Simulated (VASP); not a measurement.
Crystal: BeS (f.blda).

```
Be S
1.0
     0.00000    2.42000    2.42000
     2.42000    0.00000    2.42000
     2.42000    2.42000    0.00000
Be S
1 1
Direct
  0.00000 0.00000 0.00000
  0.25000 0.25000 0.25000
```

- Program: VASP 6.6.1
- Task: relaxation of cell and atoms
- Functional: LDA
- Potentials or basis: VASP PAW LDA potentials, release 64 (Be, S)
- Cutoff: 600 eV
- k mesh: 8 × 8 × 8
- Occupations: gaussian, width 0.02 eV
- Spin: no spin polarisation

At the start: pressure -2.6 GPa; volume 14.17 Å³/atom.

Task: How do energy, volume and symmetry change on relaxing?

Result: Over 3 steps the energy falls by 3.0 meV/atom and the volume is 13.80 Å³/atom (-2.6 %); space group F-43m (No. 216, to 0.05 Å).

The path:
```tsv
step	energy change (eV)	largest force (eV/Å)	pressure (GPa)	volume (Å³)
1	0.0000	0.0000	-2.58	28.34
2	-0.0057	0.0000	0.68	27.42
3	-0.0061	0.0000	0.00	27.60
```

Final structure:
```
Be S
1.0
     0.00000    2.39866    2.39866
     2.39866    0.00000    2.39866
     2.39866    2.39866    0.00000
Be S
1 1
Direct
  0.00000 0.00000 0.00000
  0.25000 0.25000 0.25000
```
